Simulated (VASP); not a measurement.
**Zn5H8O5: single point with PBE**

The system is Zn5H8O5, a wire with vacuum.

```
Zn O H
1.0
    16.50000    0.00000    0.00000
     0.00000   18.90000    0.00000
     0.00000    0.00000    5.09739
Zn O H
10 10 16
Direct
  0.43281 0.36930 0.48912
  0.33675 0.51455 0.48912
  0.66623 0.36528 0.49549
  0.54532 0.52284 0.52117
  0.44947 0.69303 0.49549
  0.55053 0.30697 0.99549
  0.45468 0.47716 0.02117
  0.33377 0.63472 0.99549
  0.66325 0.48545 0.98912
  0.56719 0.63070 0.98912
  0.55079 0.32858 0.38719
  0.44769 0.47363 0.40834
  0.35535 0.62411 0.38718
  0.64725 0.47379 0.38839
  0.54762 0.62443 0.38840
  0.45238 0.37557 0.88840
  0.35275 0.52621 0.88839
  0.64465 0.37589 0.88718
  0.55231 0.52637 0.90834
  0.44921 0.67142 0.88719
  0.36635 0.32504 0.34802
  0.25963 0.48642 0.34798
  0.73862 0.33160 0.34669
  0.45227 0.76461 0.34672
  0.54773 0.23539 0.84672
  0.26138 0.66840 0.84669
  0.74037 0.51358 0.84798
  0.63365 0.67496 0.84802
  0.54845 0.28334 0.48146
  0.30929 0.64496 0.48146
  0.69220 0.49599 0.48425
  0.59212 0.64732 0.48425
  0.40788 0.35268 0.98425
  0.30780 0.50401 0.98425
  0.69071 0.35504 0.98146
  0.45155 0.71666 0.98146
```

- Program: VASP 6.6.1
- Task: single point
- Functional: PBE
- Potentials or basis: VASP PAW PBE potentials, release 64 (Zn, O, H)
- Cutoff: 520 eV
- k mesh: 1 × 1 × 6
- Occupations: gaussian, width 0.05 eV
- Spin: no spin polarisation
- Dipole correction: no
- Further INCAR settings: LREAL = Auto; ALGO = Normal; EDIFF = 1e-06; NBANDS = 122

```
Largest force          : 0.108 eV/Å
Band gap on the k mesh : 3.78 eV
```

Forces in eV/Å, atoms in the order of the input:
```
Zn  -0.015 -0.033 -0.019
Zn  -0.038  0.004 -0.020
Zn   0.021 -0.005 -0.036
Zn   0.013  0.009 -0.015
Zn   0.006  0.020 -0.034
Zn  -0.006 -0.020 -0.034
Zn  -0.013 -0.009 -0.015
Zn  -0.021  0.005 -0.036
Zn   0.038 -0.004 -0.020
Zn   0.015  0.033 -0.019
O   -0.007  0.068 -0.017
O   -0.024 -0.013  0.020
O    0.061 -0.036 -0.016
O   -0.037 -0.042 -0.030
O   -0.050 -0.013 -0.033
O    0.050  0.013 -0.033
O    0.037  0.042 -0.030
O   -0.061  0.036 -0.016
O    0.024  0.013  0.020
O    0.007 -0.068 -0.017
H   -0.010 -0.008 -0.009
H   -0.012 -0.005 -0.009
H    0.012 -0.007 -0.009
H    0.000  0.014 -0.009
H    0.000 -0.014 -0.009
H   -0.012  0.007 -0.009
H    0.012  0.005 -0.009
H    0.010  0.008 -0.009
H   -0.004 -0.090  0.060
H   -0.080  0.041  0.059
H    0.075  0.041  0.058
H    0.073  0.044  0.058
H   -0.073 -0.044  0.058
H   -0.075 -0.041  0.058
H    0.080 -0.041  0.059
H    0.004  0.090  0.060
```

Levels at points of the mesh, in eV from the valence-band top:
```
           k point  band 96  band 97  band 98  band 99  band 100  band 101
(0.00, 0.00, 0.00)    -0.12    -0.03     0.00     3.78      5.36      5.52
(0.00, 0.00, 0.50)    -0.12    -0.04    -0.04     4.46      4.46      4.84
```

It took 2.1 min on 1 × NVIDIA H100 80GB with 1 thread of Intel(R) Xeon(R) Platinum 8481C CPU @ 2.70GHz (Sapphire Rapids) (shared host), peak memory 2.1 GiB.
